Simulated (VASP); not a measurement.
# ScSbTe4 (P-6m2) in VASP: a series of runs, part 2 of 2

VASP 6.6.1. The steps go on from the part before.

### Step 4. Single point, PBE

This run uses another cell than the first one, of 29.84 Å³/atom.

INCAR reads:

```
PREC = Accurate
ENCUT = 520
EDIFF = 1E-6
ISMEAR = 0
SIGMA = 0.1
LREAL = F
LASPH = T
NELM = 80
ALGO = Normal
ISIF = 2
LWAVE = F
LCHARG = T
GGA = PE
LELF = T
LVHAR = T
NBANDS = 29
```

KPOINTS reads:

```
Automatic mesh
0
Gamma
  6 6 8
```

POSCAR reads:

```
ScSbTe4
1.0
    6.1243426526      0.0000000000      0.0000000000
   -3.0621713263      5.3038363186      0.0000000000
    0.0000000000      0.0000000000      5.5123020199
Sc Sb Te
1 1 4
Direct
    0.6666666667      0.3333333333      0.0000000000
    0.0000000000      0.0000000000      0.0000000000
    0.3333333333      0.6666666667      0.0000000000
    0.5020432548      0.4979567452      0.5000000000
    0.5020432548      0.0040865096      0.5000000000
    0.9959134904      0.4979567452      0.5000000000
```

Launch:

```console
> cat potpaw_PBE.64/Sc_sv/POTCAR potpaw_PBE.64/Sb/POTCAR potpaw_PBE.64/Te/POTCAR > POTCAR
> mpirun -np 1 vasp_std > vasp.out
```

Run time: 1.8 min. Hardware: 1 thread of Intel Xeon 6975P-C (Granite Rapids), shared host; peak memory 0.41 GiB.

It converged, with:

```
Free energy            : -22.3306 eV
Pressure               : -0.1 GPa
Largest force          : 0.017 eV/Å
Band gap on the k mesh : zero (bands 20 and 21 overlap by 1.44 eV)
```

Forces in eV/Å, atoms in the order of the input:
```
Sc   0.000  0.000  0.000
Sb   0.000  0.000  0.000
Te   0.000  0.000  0.000
Te  -0.015  0.008  0.000
Te   0.000 -0.017  0.000
Te   0.015  0.008  0.000
```

Levels at points of the mesh, in eV from the Fermi level:
| k point | band 16 | band 17 | band 18 | band 19 | band 20 | band 21 | band 22 | band 23 | band 24 | band 25 |
| --- | --- | --- | --- | --- | --- | --- | --- | --- | --- | --- |
| (0.00, 0.00, 0.00) | -2.19 | -2.19 | -0.66 | -0.27 | -0.27 | 0.50 | 1.26 | 1.84 | 1.84 | 1.90 |
| (0.50, 0.00, 0.00) | -2.20 | -1.89 | -1.69 | -1.27 | -0.56 | -0.05 | 0.47 | 0.71 | 1.28 | 1.91 |
| (0.00, 0.00, 0.50) | -1.82 | -1.82 | -1.08 | -0.56 | 1.27 | 1.27 | 1.29 | 1.56 | 1.56 | 2.11 |
| (0.50, 0.00, 0.50) | -1.90 | -1.61 | -1.17 | -0.68 | -0.44 | 0.08 | 0.48 | 0.65 | 1.16 | 1.34 |

Caveat: spin-orbit coupling is left out, which moves the levels of the heavy elements.

### Step 5. Relaxation of cell and atoms, PBE

This run uses another cell than the first one, of 31.57 Å³/atom.

INCAR reads:

```
PREC = Accurate
ENCUT = 600
EDIFF = 1E-7
ISMEAR = 0
SIGMA = 0.1
LREAL = False
LASPH = True
NELM = 80
ALGO = Normal
ISIF = 3
LWAVE = False
LCHARG = False
GGA = PE
IBRION = 2
NSW = 90
EDIFFG = -0.04
```

KPOINTS reads:

```
regular mesh
0
Gamma
  3 3 4
```

POSCAR reads:

```
ScSbTe4
1.0
    6.6201296600      0.0000000000      0.0000000000
   -3.3100648300      5.7332004700      0.0000000000
    0.0000000000      0.0000000000      4.9911633500
Sc Sb Te
1 1 4
Direct
    0.6666666700      0.3333333300      0.0000000000
    0.0000000000      0.0000000000      0.0000000000
    0.3333333300      0.6666666700      0.0000000000
    0.4989039900      0.5010960100      0.5000000000
    0.4989039900      0.9978079800      0.5000000000
    0.0021920200      0.5010960100      0.5000000000
```

Launch:

```console
> cat potpaw_PBE.64/Sc_sv/POTCAR potpaw_PBE.64/Sb/POTCAR potpaw_PBE.64/Te/POTCAR > POTCAR
> mpirun -np 1 vasp_std > vasp.out
```

Wall time 7 min (1 thread of Intel Xeon 6975P-C (Granite Rapids), shared host); peak memory 0.39 GiB.

It converged, with:

* Free energy: -21.9869 eV
* Relaxed volume: 29.91 Å³/atom
* Relaxed cell: a = 6.152 Å, b = 6.152 Å, c = 5.474 Å, α = 90.00°, β = 90.00°, γ = 120.00°
* Space group after relaxing (to 0.1 Å): P-6m2 (No. 187)
* Energy gained by relaxing: 62.8 meV/atom
* Ionic steps: 15
* Pressure after relaxing: -0.1 GPa
* Band gap on the k mesh: zero (bands 20 and 21 overlap by 1.40 eV)

Stress tensor (GPa, compression positive):
```
-0.03  0.00  0.00
 0.00 -0.03  0.00
 0.00  0.00 -0.13
```

The path:
| step | energy change (eV) | largest force (eV/Å) | pressure (GPa) | volume (Å³) |
| --- | --- | --- | --- | --- |
| 1 | 0.0000 | 0.7912 | -1.49 | 189.44 |
| 2 | -0.2494 | 0.4565 | -0.20 | 181.40 |
| 3 | -0.3143 | 0.0049 | 1.48 | 175.06 |
| 4 | -0.3561 | 0.2589 | 0.04 | 180.34 |
| 5 | -0.3561 | 0.2562 | 0.05 | 180.28 |
| 6 | -0.3648 | 0.1062 | -0.20 | 180.86 |
| 7 | -0.3669 | 0.0102 | -0.40 | 181.34 |
| 8 | -0.3711 | 0.0304 | 0.14 | 179.09 |
| 9 | -0.3711 | 0.0303 | 0.14 | 179.09 |
| 10 | -0.3731 | 0.0122 | 0.10 | 179.20 |
| 11 | -0.3746 | 0.0906 | 0.04 | 179.36 |
| 12 | -0.3762 | 0.0551 | -0.10 | 179.74 |
| 13 | -0.3765 | 0.0277 | -0.19 | 179.97 |
| 14 | -0.3760 | 0.0478 | 0.11 | 178.75 |
| 15 | -0.3769 | 0.0012 | -0.06 | 179.45 |

Final structure:
```yaml
crystal:
  lattice:
    - [6.15236, 0.00000, 0.00000]
    - [-3.07618, 5.32810, 0.00000]
    - [0.00000, 0.00000, 5.47428]
  atoms:
    - { symbol: Sc, position: [0.66667, 0.33333, 0.00000] }
    - { symbol: Sb, position: [0.00000, 0.00000, 0.00000] }
    - { symbol: Te, position: [0.33333, 0.66667, 0.00000] }
    - { symbol: Te, position: [0.50121, 0.49879, 0.50000] }
    - { symbol: Te, position: [0.50121, 0.00242, 0.50000] }
    - { symbol: Te, position: [0.99758, 0.49879, 0.50000] }
```

Levels at points of the mesh, in eV from the Fermi level:
```csv
k point,band 16,band 17,band 18,band 19,band 20,band 21,band 22,band 23,band 24
"(0.00, 0.00, 0.00)",-2.15,-2.15,-0.62,-0.25,-0.25,0.54,1.26,1.92,1.92
"(0.00, 0.00, 0.50)",-1.79,-1.79,-1.03,-0.50,1.31,1.32,1.32,1.61,1.61
```

Caveat: the k points lie up to 0.39 Å⁻¹ apart in the final cell, too coarse for converged energies and pressures of a metal; spin-orbit coupling is left out, which moves the levels of the heavy elements.

### Step 6. Relaxation of cell and atoms, PBE

INCAR reads:

```
PREC = Accurate ; ENCUT = 600
EDIFF = 1E-6 ; ISMEAR = 0
SIGMA = 0.1 ; LREAL = False
LASPH = True ; NELM = 100
ALGO = Normal ; ISIF = 3
LWAVE = False ; LCHARG = False
GGA = PE ; IBRION = 2
NSW = 100 ; EDIFFG = -0.01
```

KPOINTS reads:

```
regular mesh
0
Gamma
  6 6 8
```

POSCAR reads:

```
ScSbTe4
1.0
    6.2195853774      0.0000000000      0.0000000000
   -3.1097926887      5.3863189378      0.0000000000
    0.0000000000      0.0000000000      5.3901346323
Sc Sb Te
1 1 4
Direct
    0.6666666667      0.3333333333      0.0000000000
    0.0000000000      0.0000000000      0.0000000000
    0.3333333333      0.6666666667      0.0000000000
    0.5032081888      0.4967918112      0.5000000000
    0.5032081888      0.0064163777      0.5000000000
    0.9935836223      0.4967918112      0.5000000000
```

Potentials or basis: VASP PAW PBE potentials, release 64 (Sc_sv, Sb, Te).

Launch:

```console
> cat potpaw_PBE.64/Sc_sv/POTCAR potpaw_PBE.64/Sb/POTCAR potpaw_PBE.64/Te/POTCAR > POTCAR
> mpirun -np 1 vasp_std > vasp.out
```

Run time: 9 min. Hardware: 1 thread of Intel Xeon 6975P-C (Granite Rapids), shared host; peak memory 0.49 GiB.

Results (log left out):

| Property | Result |
| --- | --- |
| Free energy | -22.3307 eV |
| Relaxed volume | 29.81 Å³/atom |
| Relaxed cell | a = 6.120 Å, b = 6.120 Å, c = 5.514 Å, α = 90.00°, β = 90.00°, γ = 120.00° |
| Space group after relaxing (to 0.1 Å) | P-6m2 (No. 187) |
| Energy gained by relaxing | 5.2 meV/atom |
| Ionic steps | 7 |
| Pressure after relaxing | 0.0 GPa |
| Largest force after relaxing | 0.007 eV/Å |
| Band gap on the k mesh | zero (bands 20 and 21 overlap by 1.44 eV) |

Forces in eV/Å, atoms in the order of the input:
```
Sc   0.000  0.000  0.000
Sb   0.000  0.000  0.000
Te   0.000  0.000  0.000
Te  -0.006  0.004  0.000
Te   0.000 -0.007  0.000
Te   0.006  0.004  0.000
```

Step by step:
| step | energy change (eV) | largest force (eV/Å) | pressure (GPa) | volume (Å³) |
| --- | --- | --- | --- | --- |
| 1 | 0.0000 | 0.0200 | -0.51 | 180.57 |
| 2 | -0.0200 | 0.1105 | 0.18 | 178.06 |
| 3 | -0.0221 | 0.1445 | 0.52 | 176.99 |
| 4 | -0.0307 | 0.0622 | 0.11 | 178.41 |
| 5 | -0.0310 | 0.0363 | 0.02 | 178.80 |
| 6 | -0.0311 | 0.0389 | 0.02 | 178.77 |
| 7 | -0.0313 | 0.0074 | -0.01 | 178.86 |

Final structure:
```
CELL_PARAMETERS angstrom
6.11986 0.00000 0.00000
-3.05993 5.29995 0.00000
0.00000 0.00000 5.51431
ATOMIC_POSITIONS crystal
Sc 0.66667 0.33333 0.00000
Sb 0.00000 0.00000 0.00000
Te 0.33333 0.66667 0.00000
Te 0.50196 0.49804 0.50000
Te 0.50196 0.00391 0.50000
Te 0.99609 0.49804 0.50000
```

Levels at points of the mesh, in eV from the Fermi level:
```
           k point  band 17  band 18  band 19  band 20  band 21  band 22  band 23  band 24
(0.00, 0.00, 0.00)    -2.19    -0.67    -0.28    -0.28     0.50     1.26     1.84     1.90
(0.50, 0.00, 0.00)    -1.89    -1.69    -1.28    -0.56    -0.05     0.46     0.71     1.28
(0.00, 0.00, 0.50)    -1.82    -1.09    -0.56     1.27     1.27     1.29     1.57     1.57
(0.50, 0.00, 0.50)    -1.61    -1.18    -0.68    -0.45     0.08     0.48     0.65     1.16
```

Caveat: spin-orbit coupling is left out, which moves the levels of the heavy elements.

### Step 7. Overview

```csv
task,cell,k mesh,cutoff (eV),gap on the mesh (eV),pressure (GPa),relaxed volume (Å³/atom),largest force (eV/Å)
single point,"a = 6.220, b = 6.220, c = 5.390 Å, angles 90.0, 90.0, 120.0°, 6 atoms, atomic positions A",3 × 3 × 4,520,none,-0.3,-,0.04
single point,"a = 6.620, b = 6.620, c = 4.991 Å, angles 90.0, 90.0, 120.0°, 6 atoms, atomic positions B",3 × 3 × 4,520,none,-1.5,-,0.79
single point,"a = 6.124, b = 6.124, c = 5.512 Å, angles 90.0, 90.0, 120.0°, 6 atoms, atomic positions C",6 × 6 × 8,520,none,-0.1,-,0.02
relaxation of cell and atoms,"relaxed from a = 6.620, b = 6.620, c = 4.991 Å, angles 90.0, 90.0, 120.0°, 6 atoms, atomic positions B",3 × 3 × 4,600,none,-0.1,29.91,-
relaxation of cell and atoms,"relaxed from a = 6.220, b = 6.220, c = 5.390 Å, angles 90.0, 90.0, 120.0°, 6 atoms, atomic positions A",6 × 6 × 8,600,none,0.0,29.81,0.01
```

Alike in all rows: level PBE; potentials or basis VASP PAW PBE potentials, release 64 (Sc_sv, Sb, Te); no spin polarisation; smearing gaussian 0.1 eV.

Caveats: some runs use coarse meshes; spin-orbit coupling is left out, which moves the levels of the heavy elements.

Absolute energies hang on the potentials; compare differences alone.
